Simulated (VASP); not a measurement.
Runs of VASP 6.6.1 on CdS. The structure is that of space group F-43m (No. 216), or close to it. The cells are those of the table. 

```tsv
task	cell	gap on the mesh (eV)	pressure (GPa)
single point	a = 4.115 Å, angles 60.0°, 2 atoms	1.16	3.7
single point	a = 4.085, b = 4.085, c = 4.054 Å, angles 60.3, 60.3, 59.5°, 2 atoms	1.21	5.9
electric field gradients	a = 4.137, b = 4.137, c = 4.075 Å, angles 60.5, 60.5, 59.0°, 2 atoms	1.13	(a)
electric field gradients	a = 4.085, b = 4.085, c = 4.054 Å, angles 60.3, 60.3, 59.5°, 2 atoms	1.21	5.9
electric field gradients	a = 4.115 Å, angles 60.0°, 2 atoms	1.16	3.7
```

Alike in all rows: level PBE; potentials or basis VASP PAW PBE potentials, release 64 (Cd, S); no spin polarisation; k mesh 9 × 9 × 9; cutoff (eV) 520; smearing fermi-dirac 0.03 eV.

Problem. Fill in the values left out.

Solution. (a) 3.6.

A k mesh can miss the band edges, and the runs leave out spin-orbit coupling on Cd.
